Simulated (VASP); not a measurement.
Set up this calculation in VASP 6.6.1, as the native input.

| Property | Result |
| --- | --- |
| Task | single point |
| Functional | LDA |
| Potentials or basis | VASP PAW LDA potentials, release 64 (F, Br, Li_sv) |
| Cutoff | 750 eV |
| k mesh | 6 × 6 × 6 |
| Occupations | gaussian, width 0.01 eV |
| Spin | no spin polarisation |
| Dipole correction | no |
| Further INCAR settings | ALGO = Normal; EDIFF = 1e-06; NBANDS = 18 |

The structure of Li2BrF lies in POSCAR:

```
Li2BrF
1.0
    1.7353772093      1.0019204989      5.4684601420
   -1.7353772093      1.0019204989      5.4684601420
    0.0000000000     -2.0038409979      5.4684601420
F Br Li
1 1 2
Direct
    1.0000000000      0.0000000000      0.0000000000
    0.5000000000      0.5000000000      0.5000000000
    0.2670198432      0.2670198432      0.2670198432
    0.7329801568      0.7329801568      0.7329801568
```

These files were run (other wordings do the same):

INCAR

```
  ALGO = Normal
  EDIFF = 1E-6
  ENCUT = 750
  GGA = CA
  GGA_COMPAT = False
  ISIF = 2
  ISMEAR = 0
  LASPH = True
  LCHARG = True
  LELF = True
  LREAL = False
  LVHAR = True
  LWAVE = False
  NBANDS = 18
  NELM = 120
  PREC = Accurate
  SIGMA = 0.01
```

KPOINTS

```
k-points
0
Gamma
  6 6 6
```

Potentials or basis: VASP PAW LDA potentials, release 64 (F, Br, Li_sv).

Run with:

```console
$ cat potpaw_LDA.64/F/POTCAR potpaw_LDA.64/Br/POTCAR potpaw_LDA.64/Li_sv/POTCAR > POTCAR
$ mpirun -np 1 vasp_std > vasp.out
```

It gave:

| Property | Result |
| --- | --- |
| Pressure | -3.3 GPa |
| Largest force | 0.004 eV/Å |
| Band gap on the k mesh | 3.12 eV |

Caveat: the cell stands under tension.

It took 3.2 min on 1 thread of Intel Xeon 8259CL, on a shared host, peak memory 0.32 GiB.
